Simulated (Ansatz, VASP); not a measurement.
SnTe in VASP and in Ansatz

```
CELL_PARAMETERS angstrom
0.00000 2.93327 2.93327
2.93327 0.00000 2.93327
2.93327 2.93327 0.00000
ATOMIC_POSITIONS crystal
Sn 0.00000 0.00000 0.00000
Te 0.25000 0.25000 0.25000
```

Change from the starting cell: volume scaled by 0.55, PAW files.

Alike in both runs: task single point; functional r2SCAN; k mesh 12 × 12 × 12; occupations fermi-dirac, width 0.1 eV; no spin polarisation.

|  | VASP | Ansatz |
| --- | --- | --- |
| version | VASP 6.6.1 | Ansatz 0.2.0 |
| potentials or method | VASP PAW PBE potentials, release 64 (Sn_d, Te) | PAW with Ansatz's default frozen-core files, scalar-relativistic |
| plane-wave cutoff (eV) | 520 | 500 |
| valence electrons in the cell | 20 | 30 |

```tsv
	VASP	Ansatz	Ansatz less VASP
pressure (GPa)	48.7	48.7	+0.02
```

VASP's potentials were made for PBE, not for r2SCAN. Both programs put the cell under a high pressure, so it lies far from rest at this level. With one functional, cell and mesh, what is left measures potentials, basis and numerics. VASP's potentials hold 20 valence electrons a cell and Ansatz's 30, so a difference there can come from the potentials and not from the codes.

Neither program's run includes spin-orbit coupling.
